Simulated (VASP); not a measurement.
# LiTaO2 (P6/mmm) in VASP: a series of runs, part 2 of 2

VASP 6.6.1. Earlier steps stand in the parts before.

## (4) Relaxation of cell and atoms, PBE

INCAR

```
ALGO = Normal
EDIFF = 1E-6
EDIFFG = -0.04
ENCUT = 600
GGA = PE
IBRION = 2
ISIF = 3
ISMEAR = 0
LASPH = True
LCHARG = False
LREAL = False
LWAVE = False
NELM = 80
NSW = 90
PREC = Accurate
SIGMA = 0.1
```

KPOINTS

```
k-points
0
Gamma
  6 6 4
```

POSCAR

```
LiTaO2
1.0
    3.3102849000      0.0000000000      0.0000000000
   -1.6551424500      2.8667908200      0.0000000000
    0.0000000000      0.0000000000      5.2627886900
Li Ta O
1 1 2
Direct
    0.0000000000      0.0000000000      0.5000000000
    0.0000000000      0.0000000000      0.0000000000
    0.3333333300      0.6666666700      0.0000000000
    0.6666666700      0.3333333300      0.0000000000
```

Potentials or basis: VASP PAW PBE potentials, release 64 (Li_sv, Ta_pv, O).

Command:

```sh
> cat potpaw_PBE.64/Li_sv/POTCAR potpaw_PBE.64/Ta_pv/POTCAR potpaw_PBE.64/O/POTCAR > POTCAR
> mpirun -np 1 vasp_std > vasp.out
```

OUTCAR:

```text
EDIFF = 1E-6
   EDIFFG = -0.04
   ENCUT = 600
   GGA = PE
   IBRION = 2
   ISIF = 3
   ISMEAR = 0
   LASPH = True
   LREAL = False
   NELM = 80
   NSW = 90
   PREC = Accurate

 ion  position               nearest neighbor table
   1  0.000  0.000  0.500-   2 2.63   2 2.63
   2  0.000  0.000  0.000-   3 1.91   4 1.91   4 1.91   3 1.91   4 1.91   3 1.91   1 2.63   1 2.63

   3  0.333  0.667  0.000-   2 1.91   4 1.91   4 1.91   2 1.91   2 1.91   4 1.91
   4  0.667  0.333  0.000-   3 1.91   2 1.91   3 1.91   2 1.91   2 1.91   3 1.91

  LATTYP: Found a hexagonal cell.
 ALAT       =     3.3102849000
 C/A-ratio  =     1.5898295310

  Lattice vectors:

 A1 = (   3.3102849000,   0.0000000000,   0.0000000000)
 A2 = (  -1.6551424500,   2.8667908200,   0.0000000000)
 A3 = (   0.0000000000,   0.0000000000,   5.2627886900)

Analysis of symmetry for initial positions (statically):
=====================================================================
 Subroutine PRICEL returns:
 Original cell was already a primitive cell.

 Routine SETGRP: Setting up the symmetry group for a
 hexagonal supercell.

 Subroutine GETGRP returns: Found 24 space group operations
 (whereof 24 operations were pure point group operations)
 out of a pool of 24 trial point group operations.

The static configuration has the point symmetry D_6h.

Analysis of symmetry for dynamics (positions and initial velocities):
=====================================================================
 Subroutine PRICEL returns:
 Original cell was already a primitive cell.

 Routine SETGRP: Setting up the symmetry group for a
 hexagonal supercell.

 Subroutine GETGRP returns: Found 24 space group operations
 (whereof 24 operations were pure point group operations)
 out of a pool of 24 trial point group operations.

The dynamic configuration has the point symmetry D_6h.

 Subroutine INISYM returns: Found 24 space group operations
 (whereof 24 operations are pure point group operations),
 and found     1 'primitive' translations

----------------------------------------------------------------------------------------

                                     Primitive cell

  volume of cell :      49.9433

  direct lattice vectors                    reciprocal lattice vectors
     3.310284900  0.000000000  0.000000000     0.302088802  0.174411051  0.000000000
    -1.655142450  2.866790820  0.000000000     0.000000000  0.348822102  0.000000000
     0.000000000  0.000000000  5.262788690     0.000000000  0.000000000  0.190013329

  length of vectors
     3.310284900  3.310284902  5.262788690     0.348822102  0.348822102  0.190013329

  position of ions in fractional coordinates (direct lattice)
     0.000000000  0.000000000  0.500000000
     0.000000000  0.000000000  0.000000000
     0.333333330  0.666666670  0.000000000
     0.666666670  0.333333330  0.000000000

  ion indices of the primitive-cell ions
   primitive index   ion index
                 1           1
                 2           2
                 3           3
                 4           4

----------------------------------------------------------------------------------------

 KPOINTS: k-points

Automatic generation of k-mesh.
 Grid dimensions read from file:
 generate k-points for:    6    6    4

 Generating k-lattice:

  Cartesian coordinates                     Fractional coordinates (reciprocal lattice)
     0.050348134  0.029068509  0.000000000     0.166666667  0.000000000  0.000000000
     0.000000000  0.058137017  0.000000000     0.000000000  0.166666667  0.000000000
     0.000000000  0.000000000  0.047503332     0.000000000  0.000000000  0.250000000

  Length of vectors
     0.058137017  0.058137017  0.047503332

  Shift w.r.t. Gamma in fractional coordinates (k-lattice)
     0.000000000  0.000000000  0.000000000

 Subroutine IBZKPT returns following result:
 ===========================================

 Found     21 irreducible k-points:

 Following reciprocal coordinates:
            Coordinates               Weight
  0.000000  0.000000  0.000000      1.000000
  0.166667  0.000000  0.000000      6.000000
  0.333333  0.000000  0.000000      6.000000
  0.500000  0.000000  0.000000      3.000000
  0.166667  0.166667  0.000000      6.000000
  0.333333  0.166667  0.000000     12.000000
[... 13 lines left out ...]
  0.333333  0.166667  0.500000     12.000000
  0.333333  0.333333  0.500000      2.000000
   k-points           NKPTS =     21   k-points in BZ     NKDIM =     21   number of bands    NBANDS=     17
   number of dos      NEDOS =    301   number of ions     NIONS =      4
   total plane-waves  NPLWV =  32928
   dimension x,y,z NGX =    28 NGY =   28 NGZ =   42
   dimension x,y,z NGXF=    56 NGYF=   56 NGZF=   84
   ions per type =               1   1   2
   NGX,Y,Z   is equivalent  to a cutoff of  14.06, 14.06, 13.27 a.u.
   NGXF,Y,Z  is equivalent  to a cutoff of  28.12, 28.12, 26.53 a.u.
 SYSTEM =  unknown system
   PREC   = accura    normal or accurate (medium, high low for compatibility)
   ISTART =      0    job   : 0-new  1-cont  2-samecut
   ICHARG =      2    charge: 1-file 2-atom 10-const
   ISPIN  =      1    spin polarized calculation?
   LNONCOLLINEAR =      F non collinear calculations
   LSORBIT =      F    spin-orbit coupling
   LASPH  =      T    aspherical Exc in radial PAW
   ENCUT  =  600.0 eV  44.10 Ry    6.64 a.u.   6.61  6.61 10.51*2*pi/ulx,y,z
   NELM   =     80;   NELMIN=  2; NELMDL= -5     # of ELM steps
   EDIFF  = 0.1E-05   stopping-criterion for ELM
   LREAL  =      F    real-space projection
   EDIFFG = -.4E-01   stopping-criterion for IOM
   NSW    =     90    number of steps for IOM
   IBRION =      2    ionic relax: 0-MD 1-quasi-New 2-CG
   NFREE  =      1    steps in history (QN), initial steepest desc. (CG)
   ISIF   =      3    stress and relaxation
   ISYM   =      2    0-nonsym 1-usesym 2-fastsym
   POTIM  = 0.5000    time-step for ionic-motion
   TEBEG  =    0.0;   TEEND  =   0.0 temperature during run
   PSTRESS=    0.0 pullay stress
   NELECT =      26.0000    total number of electrons
   NUPDOWN=      -1.0000    fix difference up-down
   EMIN   =  10.00;   EMAX   =-10.00  energy-range for DOS
   EFERMI =   0.00;   METHOD = LEGACY
   ISMEAR =     0;   SIGMA  =   0.10  broadening in eV -4-tet -1-fermi 0-gaus
   EFERMI_NEDOS =   21; number of points for ismear=-14 and -15
   IALGO  =     38    algorithm
   IMIX   =      4    mixing-type and parameters
     AMIX     =   0.40;   BMIX     =  1.00
     AMIX_MAG =   1.60;   BMIX_MAG =  1.00
  volume/ion in A,a.u.               =      12.49        84.26
  Fermi-wavevector in a.u.,A,eV,Ry     =   1.316963  2.488699 23.597823  1.734391
  Thomas-Fermi vector in A             =   2.447038
   LORBIT       =      0    0 simple, 1 ext, 2 COOP (PROOUT), +10 PAW based schemes
   GGA     = PE    functional components
   LHFCALC =     F    Hartree Fock is set to
   AEXX    =    0.0000 exact exchange contribution
   IVDW    =     0    specifies the selected vdW correction
   LEPSILON=     F    determine dielectric tensor
   LRPA    =     F    only Hartree local field effects (RPA)
 conjugate gradient relaxation of ions
 non-spin polarized calculation
 Gauss-broadening in eV      SIGMA  =   0.10
  energy-cutoff  :      600.00
  volume of cell :       49.94
 maximum number of plane-waves:      1713
 NGX is ok and might be reduce to    28
   NGX = 13   NGY = 13   NGZ = 21

--------------------------------------- Ionic step        1  -------------------------------------------

 number of electron      25.9999992 magnetization

 Free energy of the ion-electron system (eV)
  ---------------------------------------------------
  ext. energy  EPLUGINS =         0.00000000
  ---------------------------------------------------
  free energy    TOTEN  =       -24.78025568 eV

  energy without entropy =      -24.77834020  energy(sigma->0) =      -24.77929794

 E-fermi :   4.5643     XC(G=0): -10.0987

 val. band max:        4.3492625960   @ k =   0.0000   0.0000   0.5000
 cond. band min:       4.6656770767   @ k =   0.1667   0.1667   0.5000
 fundamental gap:      0.3164144807
 Fermi energy:         4.5642613418
[... 952 lines left out ...]
  FREE ENERGIE OF THE ION-ELECTRON SYSTEM (eV)
  ---------------------------------------------------
  free  energy   TOTEN  =       -28.0329749348 eV

  energy  without entropy=      -28.0329748661  energy(sigma->0) =      -28.03297490

[... ionic steps 4 to 9 ...]

--------------------------------------- Ionic step       10  -------------------------------------------

 number of electron      26.0000010 magnetization

------------------------ aborting loop because EDIFF is reached ----------------------------------------
[... 71 lines left out ...]
--------------------------------------- Ionic step       12  -------------------------------------------

 number of electron      26.0000010 magnetization

 Free energy of the ion-electron system (eV)
  ---------------------------------------------------
  ext. energy  EPLUGINS =         0.00000000
  ---------------------------------------------------
  free energy    TOTEN  =       -28.26552000 eV

  energy without entropy =      -28.26088408  energy(sigma->0) =      -28.26320204

 E-fermi :   2.3418     XC(G=0):  -8.8292

 val. band max:        2.3047746880   @ k =   0.3333   0.3333   0.5000
 cond. band min:       2.3918606707   @ k =   0.1667   0.0000   0.5000
 fundamental gap:      0.0870859827
 Fermi energy:         2.3417542860
[... 449 lines left out ...]
  FREE ENERGIE OF THE ION-ELECTRON SYSTEM (eV)
  ---------------------------------------------------
  free  energy   TOTEN  =       -28.2655200023 eV

  energy  without entropy=      -28.2608840815  energy(sigma->0) =      -28.26320204

 reached required accuracy - stopping structural energy minimisation
```

CONTCAR:

```text
LiTaO2
   1.00000000000000
     3.6950294586299037    0.0000000000000000    0.0000000000000000
    -1.8475147293149519    3.1999893827068466   -0.0000000000000000
    -0.0000000000000000    0.0000000000000000    5.6974346905627256
  Li              Ta              O
     1     1     2
Direct
     0.0000000000000000    0.0000000000000000    0.5000000000000000
     0.0000000000000000    0.0000000000000000    0.0000000000000000
     0.3333333300000021    0.6666666699999979    0.0000000000000000
     0.6666666699999979    0.3333333300000021    0.0000000000000000

  0.00000000E+00  0.00000000E+00  0.00000000E+00
  0.00000000E+00  0.00000000E+00  0.00000000E+00
  0.00000000E+00  0.00000000E+00  0.00000000E+00
  0.00000000E+00  0.00000000E+00  0.00000000E+00
```

Wall time 5 min (1 thread of Intel Xeon 8259CL, shared host); peak memory 0.2 GiB.

Results:

| Item | Value |
| --- | --- |
| Free energy | -28.2655 eV |
| Relaxed volume | 16.84 Å³/atom |
| Relaxed cell | a = 3.695 Å, b = 3.695 Å, c = 5.697 Å, α = 90.00°, β = 90.00°, γ = 120.00° |
| Space group after relaxing (to 0.1 Å) | P6/mmm (No. 191) |
| Pressure after relaxing | 0.0 GPa |
| Band gap on the k mesh | zero (bands 13 and 14 overlap by 0.09 eV) |

Final structure:
```xyz
4
Lattice="3.6950 0.0000 0.0000 -1.8475 3.2000 0.0000 0.0000 0.0000 5.6974" Properties=species:S:1:pos:R:3 pbc="T T T"
Li    0.0000    0.0000    2.8487
Ta    0.0000    0.0000    0.0000
O     0.0000    2.1333    0.0000
O     1.8475    1.0667    0.0000
```

Caveat: the k points lie up to 0.33 Å⁻¹ apart in the final cell; the cutoff is under 1.25 times the usual one of these potentials, so pressure, stress and relaxed cells hold a basis-set (Pulay) error; the volume moved by over 15 % at a fixed basis, so the end points are rough; spin-orbit coupling is left out, which moves the levels of the heavy elements.

## (5) Single point, PBE, collinear spin

INCAR

```
  ALGO = Normal
  EDIFF = 1E-6
  ENCUT = 520
  GGA = PE
  ISIF = 2
  ISMEAR = 0
  ISPIN = 2
  LASPH = T
  LCHARG = T
  LELF = T
  LMAXMIX = 4
  LORBIT = 11
  LREAL = F
  LVHAR = T
  LWAVE = F
  MAGMOM = 0 1 0 0
  NBANDS = 25
  NELM = 150
  PREC = Accurate
  SIGMA = 0.1
```

KPOINTS is that of step 4.

POSCAR is that of step 4.

Command:

```sh
> cat potpaw_PBE.64/Li_sv/POTCAR potpaw_PBE.64/Ta_pv/POTCAR potpaw_PBE.64/O/POTCAR > POTCAR
> mpirun -np 1 vasp_std > vasp.out
```

Wall time 93 s (1 thread of Intel Xeon 8259CL, shared host); peak memory 0.22 GiB.

It converged, with:

```yaml
Free_energy: -24.7706 eV
Band_gap_on_the_k_mesh: zero (filled and empty bands overlap)
Net_moment: 0.00 μB per cell
Valence_electrons_inside_the_program's_atomic_spheres: Li 2.10; Ta 9.40; O 5.29
```

Levels at points of the mesh, in eV from the Fermi level:
Spin up:
```
           k point  band 9  band 10  band 11  band 12  band 13  band 14  band 15  band 16  band 17  band 18
(0.00, 0.00, 0.00)   -7.04    -3.87    -2.04    -0.22    -0.22     1.74     1.74     2.86     3.71    10.07
(0.50, 0.00, 0.00)   -6.75    -4.11    -4.05    -1.77    -1.09     0.39     0.85     4.02     5.00     6.23
(0.00, 0.00, 0.50)   -7.26    -2.67    -2.05    -0.69    -0.21    -0.21     1.63     1.63     8.62    11.29
(0.50, 0.00, 0.50)   -6.75    -4.19    -4.05    -1.76    -1.05     0.66     1.47     2.80     5.67     6.10
```
Spin down:
```tsv
k point	band 10	band 11	band 12	band 13	band 14	band 15	band 16	band 17
(0.00, 0.00, 0.00)	-3.87	-2.04	-0.22	-0.22	1.74	1.74	2.86	3.71
(0.50, 0.00, 0.00)	-4.11	-4.05	-1.77	-1.09	0.39	0.85	4.02	5.00
(0.00, 0.00, 0.50)	-2.67	-2.05	-0.69	-0.21	-0.21	1.63	1.63	8.62
(0.50, 0.00, 0.50)	-4.19	-4.05	-1.76	-1.05	0.66	1.47	2.80	5.67
```

Caveat: the k points lie up to 0.37 Å⁻¹ apart, too coarse for converged energies and pressures of a metal; the cutoff is under 1.25 times the usual one of these potentials, so pressure, stress and relaxed cells hold a basis-set (Pulay) error; spin-orbit coupling is left out, which moves the levels of the heavy elements.

## (6) The runs side by side

```csv
task,spin,cell,cutoff (eV),gap on the mesh (eV)
single point,off,"a = 3.310, b = 3.310, c = 5.263 Å, angles 90.0, 90.0, 120.0°, 4 atoms",520,none
single point,off,"a = 3.694, b = 3.694, c = 5.710 Å, angles 90.0, 90.0, 120.0°, 4 atoms",520,none
relaxation of cell and atoms,off,"relaxed from a = 3.310, b = 3.310, c = 5.263 Å, angles 90.0, 90.0, 120.0°, 4 atoms",600,none
single point,collinear,"a = 3.310, b = 3.310, c = 5.263 Å, angles 90.0, 90.0, 120.0°, 4 atoms",520,none
```

Alike in all rows: level PBE; potentials or basis VASP PAW PBE potentials, release 64 (Li_sv, Ta_pv, O); k mesh 6 × 6 × 4; smearing gaussian 0.1 eV.

Caveats: some runs use coarse meshes; the cutoff is under 1.25 times the usual one of these potentials, so pressure, stress and relaxed cells hold a basis-set (Pulay) error; spin-orbit coupling is left out, which moves the levels of the heavy elements; the volume moved by over 15 % at a fixed basis, so the end points are rough (at least some runs).

Absolute energies hang on the potentials; compare differences alone.
